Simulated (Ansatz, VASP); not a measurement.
# Two plane-wave programs on WC

```xyz
2
Lattice="-0.0110 2.1927 2.1927 2.1927 -0.0110 2.1927 2.1817 2.1817 0.0000" Properties=species:S:1:pos:R:3 pbc="T T T"
W     0.0000    0.0000    0.0000
C     2.1817    2.1817    2.1927
```

Alike in both runs: task single point; functional PBE; k mesh 14 × 14 × 14; occupations fermi-dirac, width 0.1 eV; no spin polarisation.

|  | VASP | Ansatz |
| --- | --- | --- |
| version | VASP 6.6.1 | Ansatz 0.2.0 |
| potentials or method | VASP PAW PBE potentials, release 64 (W_sv, C), cutoff 520 eV | plane waves, PAW |
| valence electrons in the cell | 18 | 18 |

|  | VASP | Ansatz | Ansatz less VASP |
| --- | --- | --- | --- |
| pressure (GPa) | -0.3 | -1.2 | -0.92 |
| traceless stress, the component that is largest in VASP (GPa) | 0.98 | 0.98 | -0.003 |

Spin-orbit coupling is off throughout.
